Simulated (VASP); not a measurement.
Write the native input for VASP 6.6.1 that does the following.

```
Task                   : relaxation of cell and atoms
Functional             : PBEsol
Potentials or basis    : VASP PAW PBE potentials, release 64 (Ca_sv, Ge_d)
Cutoff                 : 600 eV
k mesh                 : 6 × 6 × 4
Occupations            : gaussian, width 0.1 eV
Spin                   : no spin polarisation
Dipole correction      : no
Further INCAR settings : ALGO = Normal; EDIFF = 1e-06; IBRION = 2; EDIFFG = -0.05; NSW = 80; ISIF = 3
```

The structure of Ca3Ge2 lies in POSCAR:

```
Ca3Ge2
1.0
    4.4869633809      0.0000000000      0.0000000000
   -2.2434816904      3.8858242737      0.0000000000
    0.0000000000      0.0000000000      5.5556319277
Ca Ge
3 2
Direct
    0.6666666667      0.3333333333      0.2422894061
    0.6666666667      0.3333333333      0.7577105939
    0.0000000000      0.0000000000      0.5000000000
    0.0000000000      0.0000000000      0.0000000000
    0.3333333333      0.6666666667      0.5000000000
```

These files were run (other wordings do the same):

INCAR

```
SYSTEM = Ca3Ge2
  PREC = Accurate
  ENCUT = 600
  EDIFF = 1E-6
  ISMEAR = 0
  SIGMA = 0.1
  LREAL = .FALSE.
  LASPH = .TRUE.
  NELM = 60
  ALGO = Normal
  ISIF = 3
  LWAVE = .FALSE.
  LCHARG = .FALSE.
  GGA = PS
  IBRION = 2
  NSW = 80
  EDIFFG = -0.05
```

KPOINTS

```
Automatic mesh
0
G
  6 6 4
  0 0 0
```

Potentials or basis: VASP PAW PBE potentials, release 64 (Ca_sv, Ge_d).

Run with:

```sh
$ cat potpaw_PBE.64/Ca_sv/POTCAR potpaw_PBE.64/Ge_d/POTCAR > POTCAR
$ mpirun -np 1 vasp_std > vasp.out
```

It gave:

```json
{"Relaxed volume": "28.52 Å³/atom", "Relaxed cell": "a = 4.851 Å, b = 4.851 Å, c = 6.997 Å, α = 90.00°, β = 90.00°, γ = 120.00°", "Space group after relaxing (to 0.1 Å)": "P-6m2 (No. 187)", "Energy gained by relaxing": "529.1 meV/atom", "Ionic steps": "10", "Pressure after relaxing": "-0.1 GPa", "Largest force after relaxing": "0.042 eV/Å", "Band gap on the k mesh": "zero (bands 29 and 30 overlap by 0.78 eV)"}
```

Caveat: the volume moved by over 15 % at a fixed basis, so the end points are rough; the PAW data sets were made with another functional, which shifts forces and pressure a little; the relaxation stopped at a loose force limit of 0.05 eV/Å, so its end isn't a converged minimum.

Wall time 6.5 min on 1 thread of Intel(R) Xeon(R) 6975P-C (Granite Rapids) (shared host), peak memory 0.28 GiB.
